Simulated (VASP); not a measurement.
# TlPt (P6/mmm) in VASP: single point with PBE

Aim: the single point of TlPt with PBE.

Everything below comes from runs of VASP 6.6.1. Logs are shortened: lines on timing, memory, paths and dates and some standing lists are left out, and cuts for length are marked.

### 1 The cell of the first run

It takes space group P6/mmm (No. 191, hexagonal). Conventional cell: a = 5.605 Å, b = 5.605 Å, c = 4.639 Å, α = 90.00°, β = 90.00°, γ = 120.00°. Within 3.7 Å of Tl (site symmetry mmm) lie 4 Tl at 2.80 Å and 6 Pt at 2.80 to 2.83 Å. Pt (site symmetry 6/mmm) has 6 Tl at 2.80 Å within 3.7 Å. Pt (site symmetry -6m2) has 6 Tl at 2.83 Å and 3 Pt at 3.24 Å within 3.7 Å.

### 2 Single point, PBE

File INCAR:

```
SYSTEM = TlPt
PREC = Accurate
ENCUT = 520
EDIFF = 1E-6
ISMEAR = -1
SIGMA = 0.05
LREAL = .FALSE.
LASPH = .TRUE.
NELM = 80
ALGO = Normal
ISIF = 2
LWAVE = .FALSE.
LCHARG = .TRUE.
GGA = PE
LELF = .TRUE.
LVHAR = .TRUE.
NBANDS = 44
```

File KPOINTS:

```
regular mesh
0
G
  7 7 7
  0 0 0
```

File POSCAR:

```
TlPt
1.0
    5.6049989659      0.0000000000      0.0000000000
   -2.8024994829      4.8540714926      0.0000000000
    0.0000000000      0.0000000000      4.6390000000
Tl Pt
3 3
Direct
    0.5000000000      0.0000000000      0.0000000000
    0.5000000000      0.5000000000      0.0000000000
    0.0000000000      0.5000000000      0.0000000000
    0.0000000000      0.0000000000      0.0000000000
    0.3333333333      0.6666666667      0.5000000000
    0.6666666667      0.3333333333      0.5000000000
```

Potentials or basis: VASP PAW PBE potentials, release 64 (Tl_d, Pt).

Command:

```
cat potpaw_PBE.64/Tl_d/POTCAR potpaw_PBE.64/Pt/POTCAR > POTCAR
mpirun -np 1 vasp_std > vasp.out
```

OUTCAR:

```text
SYSTEM = TlPt
   PREC = Accurate
   ENCUT = 520
   EDIFF = 1E-6
   ISMEAR = -1
   LREAL = .FALSE.
   LASPH = .TRUE.
   NELM = 80
   ISIF = 2
   GGA = PE

 ion  position               nearest neighbor table
   1  0.500  0.000  0.000-   2 2.80   2 2.80   3 2.80   3 2.80   4 2.80   4 2.80   6 2.83   5 2.83
                             6 2.83   5 2.83
   2  0.500  0.500  0.000-   1 2.80   1 2.80   4 2.80   4 2.80   3 2.80   3 2.80   6 2.83   5 2.83
                             6 2.83   5 2.83
   3  0.000  0.500  0.000-   4 2.80   4 2.80   1 2.80   1 2.80   2 2.80   2 2.80   6 2.83   5 2.83
                             6 2.83   5 2.83
   4  0.000  0.000  0.000-   3 2.80   3 2.80   2 2.80   2 2.80   1 2.80   1 2.80
   5  0.333  0.667  0.500-   1 2.83   1 2.83   3 2.83   3 2.83   2 2.83   2 2.83   6 3.24   6 3.24
                             6 3.24
   6  0.667  0.333  0.500-   1 2.83   1 2.83   3 2.83   3 2.83   2 2.83   2 2.83   5 3.24   5 3.24
                             5 3.24

  LATTYP: Found a hexagonal cell.
 ALAT       =     5.6049989659
 C/A-ratio  =     0.8276540332

  Lattice vectors:

 A1 = (   5.6049989659,   0.0000000000,   0.0000000000)
 A2 = (  -2.8024994829,   4.8540714926,   0.0000000000)
 A3 = (   0.0000000000,   0.0000000000,   4.6390000000)

Analysis of symmetry for initial positions (statically):
=====================================================================
 Subroutine PRICEL returns:
 Original cell was already a primitive cell.

 Routine SETGRP: Setting up the symmetry group for a
 hexagonal supercell.

 Subroutine GETGRP returns: Found 24 space group operations
 (whereof 24 operations were pure point group operations)
 out of a pool of 24 trial point group operations.

The static configuration has the point symmetry D_6h.

Analysis of symmetry for dynamics (positions and initial velocities):
=====================================================================
 Subroutine PRICEL returns:
 Original cell was already a primitive cell.

 Routine SETGRP: Setting up the symmetry group for a
 hexagonal supercell.

 Subroutine GETGRP returns: Found 24 space group operations
 (whereof 24 operations were pure point group operations)
 out of a pool of 24 trial point group operations.

The dynamic configuration has the point symmetry D_6h.

 Subroutine INISYM returns: Found 24 space group operations
 (whereof 24 operations are pure point group operations),
 and found     1 'primitive' translations

----------------------------------------------------------------------------------------

                                     Primitive cell

  volume of cell :     126.2136

  direct lattice vectors                    reciprocal lattice vectors
     5.604998966  0.000000000  0.000000000     0.178412165  0.103006311  0.000000000
    -2.802499483  4.854071493  0.000000000     0.000000000  0.206012623  0.000000000
     0.000000000  0.000000000  4.639000000     0.000000000  0.000000000  0.215563699

  length of vectors
     5.604998966  5.604998966  4.639000000     0.206012623  0.206012623  0.215563699

  position of ions in fractional coordinates (direct lattice)
     0.500000000  0.000000000  0.000000000
     0.500000000  0.500000000  0.000000000
     1.000000000  0.500000000  0.000000000
     0.000000000  0.000000000  0.000000000
     0.333333333  0.666666667  0.500000000
     0.666666667  0.333333333  0.500000000

  ion indices of the primitive-cell ions
   primitive index   ion index
                 1           1
                 2           2
                 3           3
                 4           4
                 5           5
                 6           6

----------------------------------------------------------------------------------------

 KPOINTS: regular mesh

Automatic generation of k-mesh.
 Grid dimensions read from file:
 generate k-points for:    7    7    7

 Generating k-lattice:

  Cartesian coordinates                     Fractional coordinates (reciprocal lattice)
     0.025487452  0.014715187  0.000000000     0.142857143  0.000000000  0.000000000
     0.000000000  0.029430375  0.000000000     0.000000000  0.142857143  0.000000000
     0.000000000  0.000000000  0.030794814     0.000000000  0.000000000  0.142857143

  Length of vectors
     0.029430375  0.029430375  0.030794814

  Shift w.r.t. Gamma in fractional coordinates (k-lattice)
     0.000000000  0.000000000  0.000000000

 Subroutine IBZKPT returns following result:
 ===========================================

 Found     32 irreducible k-points:

 Following reciprocal coordinates:
            Coordinates               Weight
  0.000000  0.000000  0.000000      1.000000
  0.142857  0.000000  0.000000      6.000000
  0.285714  0.000000  0.000000      6.000000
  0.428571  0.000000  0.000000      6.000000
  0.142857  0.142857  0.000000      6.000000
  0.285714  0.142857  0.000000     12.000000
[... 16 lines left out ...]
  0.428571  0.142857  0.285714     12.000000
  0.285714  0.285714  0.285714     12.000000
 [... further k-points ...]
   k-points           NKPTS =     32   k-points in BZ     NKDIM =     32   number of bands    NBANDS=     44
   number of dos      NEDOS =    301   number of ions     NIONS =      6
   total plane-waves  NPLWV =  63504
   dimension x,y,z NGX =    42 NGY =   42 NGZ =   36
   dimension x,y,z NGXF=    84 NGYF=   84 NGZF=   72
   ions per type =               3   3
   NGX,Y,Z   is equivalent  to a cutoff of  12.46, 12.46, 12.90 a.u.
   NGXF,Y,Z  is equivalent  to a cutoff of  24.91, 24.91, 25.80 a.u.
 SYSTEM =  TlPt
   PREC   = accura    normal or accurate (medium, high low for compatibility)
   ISTART =      0    job   : 0-new  1-cont  2-samecut
   ICHARG =      2    charge: 1-file 2-atom 10-const
   ISPIN  =      1    spin polarized calculation?
   LNONCOLLINEAR =      F non collinear calculations
   LSORBIT =      F    spin-orbit coupling
   LASPH  =      T    aspherical Exc in radial PAW
   ENCUT  =  520.0 eV  38.22 Ry    6.18 a.u.  10.42 10.42  8.63*2*pi/ulx,y,z
   NELM   =     80;   NELMIN=  2; NELMDL= -5     # of ELM steps
   EDIFF  = 0.1E-05   stopping-criterion for ELM
   LREAL  =      F    real-space projection
   EDIFFG = 0.1E-04   stopping-criterion for IOM
   NSW    =      0    number of steps for IOM
   IBRION =     -1    ionic relax: 0-MD 1-quasi-New 2-CG
   NFREE  =      0    steps in history (QN), initial steepest desc. (CG)
   ISIF   =      2    stress and relaxation
   ISYM   =      2    0-nonsym 1-usesym 2-fastsym
   POTIM  = 0.5000    time-step for ionic-motion
   TEBEG  =    0.0;   TEEND  =   0.0 temperature during run
   PSTRESS=    0.0 pullay stress
   NELECT =      69.0000    total number of electrons
   NUPDOWN=      -1.0000    fix difference up-down
   EMIN   =  10.00;   EMAX   =-10.00  energy-range for DOS
   EFERMI =   0.00;   METHOD = LEGACY
   ISMEAR =    -1;   SIGMA  =   0.05  broadening in eV -4-tet -1-fermi 0-gaus
   EFERMI_NEDOS =   21; number of points for ismear=-14 and -15
   IALGO  =     38    algorithm
   IMIX   =      4    mixing-type and parameters
     AMIX     =   0.40;   BMIX     =  1.00
     AMIX_MAG =   1.60;   BMIX_MAG =  1.00
  volume/ion in A,a.u.               =      21.04       141.96
  Fermi-wavevector in a.u.,A,eV,Ry     =   1.338615  2.529616 24.380162  1.791891
  Thomas-Fermi vector in A             =   2.467072
   LORBIT       =      0    0 simple, 1 ext, 2 COOP (PROOUT), +10 PAW based schemes
   GGA     = PE    functional components
   LHFCALC =     F    Hartree Fock is set to
   AEXX    =    0.0000 exact exchange contribution
   IVDW    =     0    specifies the selected vdW correction
   LEPSILON=     F    determine dielectric tensor
   LRPA    =     F    only Hartree local field effects (RPA)
 non-spin polarized calculation
  energy-cutoff  :      520.00
  volume of cell :      126.21
 maximum number of plane-waves:      3425
 NGX is ok and might be reduce to    42
   NGX = 21   NGY = 21   NGZ = 17

 number of electron      68.9999972 magnetization

 Free energy of the ion-electron system (eV)
  ---------------------------------------------------
  ext. energy  EPLUGINS =         0.00000000
  ---------------------------------------------------
  free energy    TOTEN  =       -20.31145385 eV

  energy without entropy =      -20.27605232  energy(sigma->0) =      -20.29375309

 E-fermi :   8.1347     XC(G=0): -11.4215

 val. band max:        8.1290652575   @ k =   0.1429   0.0000   0.0000
 cond. band min:       8.1580973081   @ k =   0.2857   0.0000   0.4286
 fundamental gap:      0.0290320506
 Fermi energy:         8.1347445859

 k-point     1 :       0.0000    0.0000    0.0000
  band No.  band energies     occupation
      1      -5.9912      2.00000
      2      -5.1603      2.00000
      3      -5.1603      2.00000
      4      -4.7489      2.00000
      5      -4.5915      2.00000
      6      -4.1699      2.00000
[... 36 lines left out ...]
     43      15.5357      0.00000
     44      15.8605      0.00000

 k-point     2 :       0.1429    0.0000    0.0000
  band No.  band energies     occupation
      1      -5.8864      2.00000
      2      -5.1290      2.00000
      3      -5.0585      2.00000
      4      -4.7077      2.00000
      5      -4.5298      2.00000
      6      -4.1626      2.00000
[... 36 lines left out ...]
     43      15.2861      0.00000
     44      15.4465      0.00000

 k-point     3 :       0.2857    0.0000    0.0000
  band No.  band energies     occupation
      1      -5.6236      2.00000
      2      -5.0254      2.00000
      3      -4.7682      2.00000
      4      -4.6009      2.00000
      5      -4.3653      2.00000
      6      -4.1373      2.00000
[... 976 lines left out ...]
     43      16.0351      0.00000
     44      16.1694      0.00000

 k-point    24 :       0.2857    0.2857    0.2857
  band No.  band energies     occupation
      1      -5.0041      2.00000
      2      -4.8641      2.00000
      3      -4.5249      2.00000
      4      -4.4418      2.00000
      5      -4.2955      2.00000
      6      -4.2336      2.00000
[... 36 lines left out ...]
     43      15.5262      0.00000
     44      16.1164      0.00000

 [... further k-points ...]

------------------------ aborting loop because EDIFF is reached ----------------------------------------

  FORCE on cell =-STRESS in cart. coord.  units (eV):
  Direction    XX          YY          ZZ          XY          YZ          ZX
  --------------------------------------------------------------------------------------
  -------------------------------------------------------------------------------------
  Total       14.2423383     14.2423383      3.2870574      0.0000000      0.0000000     -0.0000000
  in kB      180.7947449    180.7947449     41.7264846      0.0000000      0.0000000     -0.0000000
  external PRESSURE =     134.4386581 kB  Pullay stress =       0.0000000 kB

 VOLUME and BASIS-vectors are now :
 -----------------------------------------------------------------------------
  energy-cutoff  :      520.00
  volume of cell :      126.21
      direct lattice vectors                 reciprocal lattice vectors
     5.604998966  0.000000000  0.000000000     0.178412165  0.103006311  0.000000000
    -2.802499483  4.854071493  0.000000000     0.000000000  0.206012623  0.000000000
     0.000000000  0.000000000  4.639000000     0.000000000  0.000000000  0.215563699

 POSITION                                       TOTAL-FORCE (eV/Angst)
 -----------------------------------------------------------------------------------
      2.80250      0.00000      0.00000         0.000000     -0.000000      0.000000
      1.40125      2.42704      0.00000         0.000000     -0.000000      0.000000
     -1.40125      2.42704      0.00000         0.000000     -0.000000      0.000000
      0.00000      0.00000      0.00000        -0.000000     -0.000000      0.000000
     -0.00000      3.23605      2.31950         0.000000      0.000000      0.000000
      2.80250      1.61802      2.31950        -0.000000      0.000000      0.000000
 -----------------------------------------------------------------------------------
    total drift:                                0.000000     -0.000000     -0.000000

  FREE ENERGIE OF THE ION-ELECTRON SYSTEM (eV)
  ---------------------------------------------------
  free  energy   TOTEN  =       -20.3114538478 eV

  energy  without entropy=      -20.2760523231  energy(sigma->0) =      -20.29375309
```

Wall time 2.5 min (1 thread of Intel Xeon Platinum 8259CL at 2.50GHz (Skylake/Cascade Lake), shared host); peak memory 0.32 GiB.

Results:

```yaml
Free_energy: -20.3115 eV
Pressure: 13.4 GPa
Band_gap_on_the_k_mesh: zero (an odd number of electrons rules out a gap without spin polarisation)
```

Levels at points of the mesh, in eV from the Fermi level:
```
           k point  band 31  band 32  band 33  band 34  band 35  band 36  band 37  band 38  band 39  band 40
(0.00, 0.00, 0.00)    -1.49    -1.49    -0.44    -0.44    -0.04    -0.04     0.12     0.53     3.12     5.25
```

Caveat: the stress differs along the axes, from 4 to 18 GPa; spin-orbit coupling is left out, which moves the levels of the heavy elements.

The gap in the log of VASP goes by the Fermi energy; the results here count the filled bands.